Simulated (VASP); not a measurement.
A run of VASP 6.6.1 is set up as follows.

File INCAR:

```
PREC = Accurate ; ENCUT = 600
EDIFF = 1E-6 ; ISMEAR = 0
SIGMA = 0.05 ; LREAL = F
LASPH = T ; NELM = 120
ALGO = Normal ; ISIF = 2
LWAVE = F ; LCHARG = F
GGA = PE ; NBANDS = 11
GGA_COMPAT = F
```

The input KPOINTS:

```
Automatic mesh
0
Gamma
  12 12 12
```

File POSCAR:

```
BN
1.0
    0.0000000000      1.8848424539      1.8123485134
    1.8848424539      0.0000000000      1.8123485134
    1.8848424539      1.8848424539      0.0000000000
B N
1 1
Direct
    0.0000000000      0.0000000000      0.0000000000
    0.7500000000      0.7500000000      0.7500000000
```

Potentials or basis: VASP PAW PBE potentials, release 64 (B, N).

The run is started by

```sh
$ cat potpaw_PBE.64/B/POTCAR potpaw_PBE.64/N/POTCAR > POTCAR
$ mpirun -np 1 vasp_std > vasp.out
```

Predict the pressure.

-25.4 GPa.

Predict the band gap on the k mesh.

3.74 eV (least direct gap 8.01 eV).

Stress tensor (GPa, compression positive):
```
-32.43   0.00   0.00
  0.00 -32.43   0.00
  0.00   0.00 -11.39
```

Caveat: the cell differs from its parent crystal (strain +0.040 along x and y, +0.000 along z); the cell stands under tension. A k mesh can miss the band edges.
